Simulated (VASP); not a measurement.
InSb: single point with LDA

**The experiment to reproduce.**

“Electronic Structure and Epitaxy of CdTe Shells on InSb Nanowires”, 2021, arxiv:2111.05126 quotes, for a bulk crystal of InSb: band gap 0.24 eV.

InSb:

```
In Sb
1.0
     0.00000    3.22506    3.22506
     3.22506    0.00000    3.22506
     3.22506    3.22506    0.00000
In Sb
1 1
Cartesian
  0.0000 0.0000 0.0000
  1.6125 1.6125 1.6125
```

```json
{
 "Program": "VASP 6.6.1",
 "Task": "single point",
 "Functional": "LDA",
 "Potentials or basis": "VASP PAW LDA potentials, release 64 (In_d, Sb)",
 "Cutoff": "520 eV",
 "k mesh": "12 × 12 × 12",
 "Occupations": "gaussian, width 0.1 eV",
 "Spin": "no spin polarisation"
}
```

| Quantity | Value |
| --- | --- |
| Pressure | 0.1 GPa |
| Band gap on the k mesh | zero (filled and empty bands touch) |

Levels at points of the mesh, in eV from the Fermi level:
| k point | band 6 | band 7 | band 8 | band 9 | band 10 | band 11 | band 12 | band 13 |
| --- | --- | --- | --- | --- | --- | --- | --- | --- |
| (0.00, 0.00, 0.00) | -10.91 | -0.34 | -0.05 | -0.05 | -0.05 | 2.85 | 2.85 | 2.85 |
| (0.50, 0.00, 0.00) | -9.51 | -5.79 | -1.09 | -1.09 | 0.39 | 3.72 | 3.72 | 5.88 |
| (0.50, 0.50, 0.00) | -8.88 | -6.09 | -2.37 | -2.37 | 1.17 | 1.19 | 8.07 | 8.07 |

Wall time 54 s on 1 thread of AMD EPYC 9R14 (Zen 4), on a shared host, peak memory 0.19 GiB.

Against the measured gap of InSb, 0.24 eV (quoted in “Electronic Structure and Epitaxy of CdTe Shells on InSb Nanowires”, 2021, arxiv:2111.05126), the calculated 0.00 eV is off by -0.24 eV. Spin-orbit coupling on In, Sb is left out. The value is that of LDA on a finite k mesh, which can miss the band edges, without temperature or zero-point motion. Semilocal functionals fall short of measured gaps as a rule.

Caveat: spin-orbit coupling is left out, which moves the levels of the heavy elements.
